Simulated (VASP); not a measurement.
# Ru4N in VASP: a series of runs

Ru4N is run at these levels: PBE; tasks: single point.

Program: VASP 6.6.1. These are calculated values, not measurements. Logs are shortened: lines on timing, memory, paths and dates and some standing lists are left out, and cuts for length are marked.

## (1) The cell of the first run

The cell holds a slab with vacuum, 5 atoms: a = 2.720 Å, b = 2.720 Å, c = 21.866 Å, α = 90.00°, β = 90.00°, γ = 120.00°.

## (2) Single point, PBE

Input file INCAR:

```
PREC = Accurate
ENCUT = 520
EDIFF = 1E-6
ISMEAR = 0
SIGMA = 0.1
LREAL = F
LASPH = T
NELM = 120
ALGO = Normal
ISIF = 2
LWAVE = F
LCHARG = T
LDIPOL = T
IDIPOL = 3
DIPOL = 0.5 0.5 0.370
GGA = PE
LELF = T
LVHAR = T
LVACPOTAV = T
NBANDS = 38
GGA_COMPAT = F
NELMDL = -8
```

Input file KPOINTS:

```
Automatic mesh
0
Gamma
  12 12 1
```

Input file POSCAR:

```
Ru4N
1.0
    2.7197977464      0.0000000000      0.0000000000
   -1.3598988732      2.3554139415      0.0000000000
    0.0000000000      0.0000000000     21.8663388848
Ru N
4 1
Direct
    0.6666666667      0.3333333333      0.1829295714
    0.3333333333      0.6666666667      0.2811778375
    0.6666666667      0.3333333333      0.3790816284
    0.3333333333      0.6666666667      0.4740774823
    0.8333333333      1.0000000000      0.5347559959
```

Potentials or basis: VASP PAW PBE potentials, release 64 (Ru_pv, N).

Launch:

```console
cat potpaw_PBE.64/Ru_pv/POTCAR potpaw_PBE.64/N/POTCAR > POTCAR
mpirun -np 1 vasp_std > vasp.out
```

OUTCAR:

```text
PREC = Accurate
   ENCUT = 520
   EDIFF = 1E-6
   ISMEAR = 0
   LREAL = F
   LASPH = T
   NELM = 120
   ISIF = 2
   GGA = PE
   NELMDL = -8

 ion  position               nearest neighbor table
   1  0.667  0.333  0.183-   2 2.66   2 2.66   2 2.66
   2  0.333  0.667  0.281-   3 2.65   3 2.65   3 2.65   1 2.66   1 2.66   1 2.66
   3  0.667  0.333  0.379-   4 2.60   4 2.60   4 2.60   2 2.65   2 2.65   2 2.65
   4  0.333  0.667  0.474-   5 1.79   5 2.11   5 2.38   3 2.60   3 2.60   3 2.60
   5  0.833  0.000  0.535-   4 1.79   4 2.11   4 2.38

  LATTYP: Found a hexagonal cell.
 ALAT       =     2.7197977464
 C/A-ratio  =     8.0396929933

  Lattice vectors:

 A1 = (   2.7197977464,   0.0000000000,   0.0000000000)
 A2 = (  -1.3598988732,   2.3554139415,   0.0000000000)
 A3 = (   0.0000000000,   0.0000000000,  21.8663388848)

Analysis of symmetry for initial positions (statically):
=====================================================================
 Subroutine PRICEL returns:
 Original cell was already a primitive cell.

 Routine SETGRP: Setting up the symmetry group for a
 hexagonal supercell.

 Subroutine GETGRP returns: Found  1 space group operations
 (whereof  1 operations were pure point group operations)
 out of a pool of 24 trial point group operations.

The static configuration has the point symmetry C_1 .

Analysis of symmetry for dynamics (positions and initial velocities):
=====================================================================
 Subroutine PRICEL returns:
 Original cell was already a primitive cell.

 Routine SETGRP: Setting up the symmetry group for a
 hexagonal supercell.

 Subroutine GETGRP returns: Found  1 space group operations
 (whereof  1 operations were pure point group operations)
 out of a pool of 24 trial point group operations.

The dynamic configuration has the point symmetry C_1 .

 Subroutine INISYM returns: Found  1 space group operations
 (whereof  1 operations are pure point group operations),
 and found     1 'primitive' translations

----------------------------------------------------------------------------------------

                                     Primitive cell

  volume of cell :     140.0812

  direct lattice vectors                    reciprocal lattice vectors
     2.719797746  0.000000000  0.000000000     0.367674398  0.212276913  0.000000000
    -1.359898873  2.355413942  0.000000000     0.000000000  0.424553826  0.000000000
     0.000000000  0.000000000 21.866338885     0.000000000  0.000000000  0.045732393

  length of vectors
     2.719797746  2.719797746 21.866338885     0.424553826  0.424553826  0.045732393

  position of ions in fractional coordinates (direct lattice)
     0.666666667  0.333333333  0.182929571
     0.333333333  0.666666667  0.281177838
     0.666666667  0.333333333  0.379081628
     0.333333333  0.666666667  0.474077482
     0.833333333  0.000000000  0.534755996

  ion indices of the primitive-cell ions
   primitive index   ion index
                 1           1
                 2           2
                 3           3
                 4           4
                 5           5

----------------------------------------------------------------------------------------

 KPOINTS: Automatic mesh

Automatic generation of k-mesh.
 Grid dimensions read from file:
 generate k-points for:   12   12    1

 Generating k-lattice:

  Cartesian coordinates                     Fractional coordinates (reciprocal lattice)
     0.030639533  0.017689743  0.000000000     0.083333333  0.000000000  0.000000000
     0.000000000  0.035379485  0.000000000     0.000000000  0.083333333  0.000000000
     0.000000000  0.000000000  0.045732393     0.000000000  0.000000000  1.000000000

  Length of vectors
     0.035379485  0.035379485  0.045732393

  Shift w.r.t. Gamma in fractional coordinates (k-lattice)
     0.000000000  0.000000000  0.000000000

 Subroutine IBZKPT returns following result:
 ===========================================

 Found     74 irreducible k-points:

 Following reciprocal coordinates:
            Coordinates               Weight
  0.000000  0.000000  0.000000      1.000000
  0.083333  0.000000  0.000000      2.000000
  0.000000  0.083333  0.000000      2.000000
 -0.083333  0.083333  0.000000      2.000000
  0.166667  0.000000  0.000000      2.000000
  0.000000  0.166667  0.000000      2.000000
[... 16 lines left out ...]
  0.166667  0.083333  0.000000      2.000000
 -0.083333  0.250000  0.000000      2.000000
 [... further k-points ...]
   k-points           NKPTS =     74   k-points in BZ     NKDIM =     74   number of bands    NBANDS=     38
   number of dos      NEDOS =    301   number of ions     NIONS =      5
   total plane-waves  NPLWV =  67200
   dimension x,y,z NGX =    20 NGY =   20 NGZ =  168
   dimension x,y,z NGXF=    40 NGYF=   40 NGZF=  336
   ions per type =               4   1
   NGX,Y,Z   is equivalent  to a cutoff of  12.22, 12.22, 12.77 a.u.
   NGXF,Y,Z  is equivalent  to a cutoff of  24.45, 24.45, 25.55 a.u.
 SYSTEM =  unknown system
   PREC   = accura    normal or accurate (medium, high low for compatibility)
   ISTART =      0    job   : 0-new  1-cont  2-samecut
   ICHARG =      2    charge: 1-file 2-atom 10-const
   ISPIN  =      1    spin polarized calculation?
   LNONCOLLINEAR =      F non collinear calculations
   LSORBIT =      F    spin-orbit coupling
   LASPH  =      T    aspherical Exc in radial PAW
   ENCUT  =  520.0 eV  38.22 Ry    6.18 a.u.   5.06  5.06 40.66*2*pi/ulx,y,z
   NELM   =    120;   NELMIN=  2; NELMDL= -8     # of ELM steps
   EDIFF  = 0.1E-05   stopping-criterion for ELM
   LREAL  =      F    real-space projection
[... 7 lines left out ...]
   TEBEG  =    0.0;   TEEND  =   0.0 temperature during run
   PSTRESS=    0.0 pullay stress
   NELECT =      61.0000    total number of electrons
   NUPDOWN=      -1.0000    fix difference up-down
   EMIN   =  10.00;   EMAX   =-10.00  energy-range for DOS
   EFERMI =   0.00;   METHOD = LEGACY
   ISMEAR =     0;   SIGMA  =   0.10  broadening in eV -4-tet -1-fermi 0-gaus
   EFERMI_NEDOS =   21; number of points for ismear=-14 and -15
   IALGO  =     38    algorithm
   IMIX   =      4    mixing-type and parameters
     AMIX     =   0.40;   BMIX     =  1.00
     AMIX_MAG =   1.60;   BMIX_MAG =  1.00
  volume/ion in A,a.u.               =      28.02       189.06
  Fermi-wavevector in a.u.,A,eV,Ry     =   1.240866  2.344896 20.949541  1.539748
  Thomas-Fermi vector in A             =   2.375288
   LORBIT       =      0    0 simple, 1 ext, 2 COOP (PROOUT), +10 PAW based schemes
   GGA     = PE    functional components
   LHFCALC =     F    Hartree Fock is set to
   AEXX    =    0.0000 exact exchange contribution
   IVDW    =     0    specifies the selected vdW correction
   LEPSILON=     F    determine dielectric tensor
   LRPA    =     F    only Hartree local field effects (RPA)
 non-spin polarized calculation
 Gauss-broadening in eV      SIGMA  =   0.10
  energy-cutoff  :      520.00
  volume of cell :      140.08
 maximum number of plane-waves:      3813
   NGX = 11   NGY = 11   NGZ = 81

 dipolmoment           0.000000      0.000000     -0.519094 electrons x Angstroem

 number of electron      61.0000021 magnetization

 dipolmoment           0.000000      0.000000      0.068957 electrons x Angstroem

 Free energy of the ion-electron system (eV)
  ---------------------------------------------------
  ext. energy  EPLUGINS =         0.00000000
  ---------------------------------------------------
  free energy    TOTEN  =       -41.76341392 eV

  energy without entropy =      -41.74332765  energy(sigma->0) =      -41.75337079

 E-fermi :   1.9449     XC(G=0):  -6.8953

 val. band max:        1.9446221189   @ k =  -0.3333   0.1667   0.0000
 cond. band min:       1.9507620647   @ k =  -0.3333   0.2500   0.0000
 fundamental gap:      0.0061399458
 Fermi energy:         1.9448908105

 k-point     1 :       0.0000    0.0000    0.0000
  band No.  band energies     occupation
      1     -42.1974      2.00000
      2     -41.6491      2.00000
      3     -41.5216      2.00000
      4     -41.4260      2.00000
      5     -41.0017      2.00000
      6     -40.9001      2.00000
[... 30 lines left out ...]
     37       2.9110      0.00000
     38       2.9471      0.00000

 k-point     2 :       0.0833    0.0000    0.0000
  band No.  band energies     occupation
      1     -42.1918      2.00000
      2     -41.6888      2.00000
      3     -41.5182      2.00000
      4     -41.4389      2.00000
      5     -41.0295      2.00000
      6     -40.9149      2.00000
[... 30 lines left out ...]
     37       2.9925      0.00000
     38       3.4566      0.00000

 k-point     3 :       0.0000    0.0833    0.0000
  band No.  band energies     occupation
      1     -42.1908      2.00000
      2     -41.6680      2.00000
      3     -41.5222      2.00000
      4     -41.4567      2.00000
      5     -41.0283      2.00000
      6     -40.9147      2.00000
[... 30 lines left out ...]
     37       3.0000      0.00000
     38       3.2986      0.00000

 k-point     4 :      -0.0833    0.0833    0.0000
  band No.  band energies     occupation
      1     -42.1886      2.00000
      2     -41.6575      2.00000
      3     -41.5265      2.00000
      4     -41.4639      2.00000
      5     -41.0299      2.00000
      6     -40.9172      2.00000
[... 30 lines left out ...]
     37       3.0817      0.00000
     38       3.2627      0.00000
[... 703 lines left out ...]
      4     -41.4746      2.00000
      5     -41.1012      2.00000
      6     -40.9407      2.00000
[... 30 lines left out ...]
     37       3.3121      0.00000
     38       3.6467      0.00000

 k-point    23 :       0.1667    0.0833    0.0000
  band No.  band energies     occupation
      1     -42.2143      2.00000
      2     -41.8514      2.00000
      3     -41.5180      2.00000
      4     -41.4761      2.00000
      5     -41.2331      2.00000
      6     -41.0200      2.00000
[... 30 lines left out ...]
     37       3.4782      0.00000
     38       4.0617      0.00000

 k-point    24 :      -0.0833    0.2500    0.0000
  band No.  band energies     occupation
      1     -42.1664      2.00000
      2     -41.7724      2.00000
      3     -41.6344      2.00000
      4     -41.4806      2.00000
      5     -41.2347      2.00000
      6     -41.0193      2.00000
[... 30 lines left out ...]
     37       3.1483      0.00000
     38       4.3957      0.00000

 [... further k-points ...]
[... 5 lines left out ...]
  --------------------------------------------------------------------------------------
  -------------------------------------------------------------------------------------
  Total        2.0116528      0.5841038      3.0757511      0.9670607      0.8401174      3.8903580
  in kB       23.0082548      6.6806800     35.1788673     11.0607449      9.6088326     44.4959239
  external PRESSURE =      21.6226007 kB  Pullay stress =       0.0000000 kB

 VOLUME and BASIS-vectors are now :
 -----------------------------------------------------------------------------
  energy-cutoff  :      520.00
  volume of cell :      140.08
      direct lattice vectors                 reciprocal lattice vectors
     2.719797746  0.000000000  0.000000000     0.367674398  0.212276913  0.000000000
    -1.359898873  2.355413942  0.000000000     0.000000000  0.424553826  0.000000000
     0.000000000  0.000000000 21.866338885     0.000000000  0.000000000  0.045732393

 POSITION                                       TOTAL-FORCE (eV/Angst)
 -----------------------------------------------------------------------------------
      1.35990      0.78514      4.00000        -0.024324     -0.003233      0.852662
     -0.00000      1.57028      6.14833         0.035602      0.015605     -0.799391
      1.35990      0.78514      8.28913        -0.680289     -0.118565     -2.437036
     -0.00000      1.57028     10.36634        -1.196743     -0.377536      2.323533
      2.26650      0.00000     11.69316         1.865754      0.483731      0.060233
 -----------------------------------------------------------------------------------
    total drift:                                0.000285      0.000108     -0.000459

  FREE ENERGIE OF THE ION-ELECTRON SYSTEM (eV)
  ---------------------------------------------------
  free  energy   TOTEN  =       -41.7634139172 eV

  energy  without entropy=      -41.7433276530  energy(sigma->0) =      -41.75337079

 vacuum level on the upper side and lower side of the slab         8.931         6.983
```

It took 26 min on 1 thread of Oxide Virtual Turin-like, shared host; peak memory 0.41 GiB.

Results:

```yaml
Free_energy: -41.7634 eV
Largest_force: 2.641 eV/Å
Band_gap_on_the_k_mesh: zero (an odd number of electrons rules out a gap without spin polarisation)
```

Forces on the atoms (eV/Å):
```
Ru  -0.024 -0.003  0.853
Ru   0.036  0.016 -0.799
Ru  -0.680 -0.119 -2.437
Ru  -1.197 -0.378  2.324
N    1.866  0.484  0.060
```

## (3) Single point, PBE

Input file INCAR:

```
SYSTEM = Ru4N
PREC     = Accurate       ! precision mode
ENCUT    = 520            ! plane-wave cutoff, eV
EDIFF    = 1E-6           ! SCF threshold, eV
ISMEAR   = 0              ! smearing method
SIGMA    = 0.1            ! smearing width, eV
LREAL    = .False.        ! projectors in reciprocal space
LASPH    = .True.         ! aspherical terms in the spheres
NELM     = 120            ! most SCF steps
ALGO     = Normal         ! electronic algorithm
ISIF     = 2              ! what is computed and relaxed
LWAVE    = .False.        ! write WAVECAR
LCHARG   = .False.        ! write CHGCAR
LDIPOL   = .True.       
IDIPOL   = 3            
DIPOL    = 0.5 0.5 0.370
GGA      = PE             ! functional
NBANDS   = 38             ! bands
GGA_COMPAT= .False.      
NELMDL   = -8
```

Input file KPOINTS:

```
regular mesh
0
Gamma
  12 12 1
  0 0 0
```

Changes to POSCAR since step 2:

```diff
@@ -12,2 +12,2 @@
     0.3333333333      0.6666666667      0.4740774823
-    0.8333333333      1.0000000000      0.5347559959
+    0.8333333333      1.0000000000      0.5346103465
```

Potentials or basis: VASP PAW PBE potentials, release 64 (Ru_pv, N).

Launch:

```console
cat potpaw_PBE.64/Ru_pv/POTCAR potpaw_PBE.64/N/POTCAR > POTCAR
mpirun -np 1 vasp_std > vasp.out
```

OUTCAR:

```text
SYSTEM = Ru4N
   PREC = Accurate
   ENCUT = 520
   EDIFF = 1E-6
   ISMEAR = 0
   LREAL = .False.
   LASPH = .True.
   NELM = 120
   ISIF = 2
   GGA = PE
   NELMDL = -8

 ion  position               nearest neighbor table
   1  0.667  0.333  0.183-   2 2.66   2 2.66   2 2.66
   2  0.333  0.667  0.281-   3 2.65   3 2.65   3 2.65   1 2.66   1 2.66   1 2.66
   3  0.667  0.333  0.379-   4 2.60   4 2.60   4 2.60   2 2.65   2 2.65   2 2.65
   4  0.333  0.667  0.474-   5 1.79   5 2.10   5 2.38   3 2.60   3 2.60   3 2.60
   5  0.833  0.000  0.535-   4 1.79   4 2.10   4 2.38

  LATTYP: Found a hexagonal cell.
 ALAT       =     2.7197977464
 C/A-ratio  =     8.0396929933

  Lattice vectors:

 A1 = (   2.7197977464,   0.0000000000,   0.0000000000)
 A2 = (  -1.3598988732,   2.3554139415,   0.0000000000)
 A3 = (   0.0000000000,   0.0000000000,  21.8663388848)

Analysis of symmetry for initial positions (statically):
=====================================================================
 Subroutine PRICEL returns:
 Original cell was already a primitive cell.

[... 184 lines left out ...]
 Fermi energy:         1.9463742152

 k-point     1 :       0.0000    0.0000    0.0000
  band No.  band energies     occupation
      1     -42.2014      2.00000
      2     -41.6511      2.00000
      3     -41.5214      2.00000
      4     -41.4271      2.00000
      5     -41.0004      2.00000
      6     -40.8989      2.00000
[... 973 lines left out ...]
     37       3.1503      0.00000
     38       4.3996      0.00000

 [... further k-points ...]

------------------------ aborting loop because EDIFF is reached ----------------------------------------

 vacuum level on the upper side and lower side of the slab       (xc-potential included)         0.938        -0.955

  FORCE on cell =-STRESS in cart. coord.  units (eV):
  Direction    XX          YY          ZZ          XY          YZ          ZX
  --------------------------------------------------------------------------------------
  -------------------------------------------------------------------------------------
  Total        2.1003770      0.6781534      3.1866488      0.9948316      0.8603781      3.9133411
  in kB       24.0230372      7.7563713     36.4472578     11.3783744      9.8405646     44.7587930
  external PRESSURE =      22.7422221 kB  Pullay stress =       0.0000000 kB

 VOLUME and BASIS-vectors are now :
 -----------------------------------------------------------------------------
  energy-cutoff  :      520.00
  volume of cell :      140.08
      direct lattice vectors                 reciprocal lattice vectors
     2.719797746  0.000000000  0.000000000     0.367674398  0.212276913  0.000000000
    -1.359898873  2.355413942  0.000000000     0.000000000  0.424553826  0.000000000
     0.000000000  0.000000000 21.866338885     0.000000000  0.000000000  0.045732393

 POSITION                                       TOTAL-FORCE (eV/Angst)
 -----------------------------------------------------------------------------------
      1.35990      0.78514      4.00000        -0.024547     -0.003473      0.850749
     -0.00000      1.57028      6.14833         0.036061      0.015534     -0.797724
      1.35990      0.78514      8.28913        -0.682762     -0.120321     -2.446183
     -0.00000      1.57028     10.36634        -1.213935     -0.389697      2.274667
      2.26650      0.00000     11.68997         1.885184      0.497957      0.118491
 -----------------------------------------------------------------------------------
    total drift:                                0.000508      0.000211     -0.002444

  FREE ENERGIE OF THE ION-ELECTRON SYSTEM (eV)
  ---------------------------------------------------
  free  energy   TOTEN  =       -41.7631336547 eV

  energy  without entropy=      -41.7430475447  energy(sigma->0) =      -41.75309060

 vacuum level on the upper side and lower side of the slab         8.923         6.980
```

stdout:

```text
POSCAR found type information on POSCAR RuN
 POSCAR found :  2 types and       5 ions
 scaLAPACK will be used
 LDA part: xc-table for (Slater+PW92), standard interpolation
 POSCAR, INCAR and KPOINTS ok, starting setup
 FFT: planning ... GRIDC
 FFT: planning ... GRID_SOFT
 FFT: planning ... GRID
 WAVECAR not read
 entering main loop
```

Wall time 24 min (1 thread of Oxide Virtual Turin-like, shared host); peak memory 0.41 GiB.

What came out:

```
Free energy            : -41.7631 eV
Largest force          : 2.608 eV/Å
Band gap on the k mesh : zero (an odd number of electrons rules out a gap without spin polarisation)
```

Forces on the atoms (eV/Å):
```
Ru  -0.025 -0.003  0.851
Ru   0.036  0.016 -0.798
Ru  -0.683 -0.120 -2.446
Ru  -1.214 -0.390  2.275
N    1.885  0.498  0.118
```

Levels at points of the mesh, in eV from the Fermi level:
| k point | band 27 | band 28 | band 29 | band 30 | band 31 | band 32 | band 33 | band 34 |
| --- | --- | --- | --- | --- | --- | --- | --- | --- |
| (0.00, 0.00, 0.00) | -2.01 | -1.86 | -1.42 | -1.38 | -0.83 | -0.51 | -0.18 | 0.35 |
| (0.50, 0.00, 0.00) | -0.78 | -0.65 | 0.56 | 0.77 | 1.27 | 1.35 | 1.43 | 1.59 |
| (0.00, 0.50, 0.00) | -0.70 | -0.40 | 0.55 | 0.81 | 1.10 | 1.22 | 1.35 | 1.58 |
| (0.50, 0.50, 0.00) | -0.80 | 0.03 | 0.57 | 0.82 | 1.01 | 1.35 | 1.42 | 1.58 |
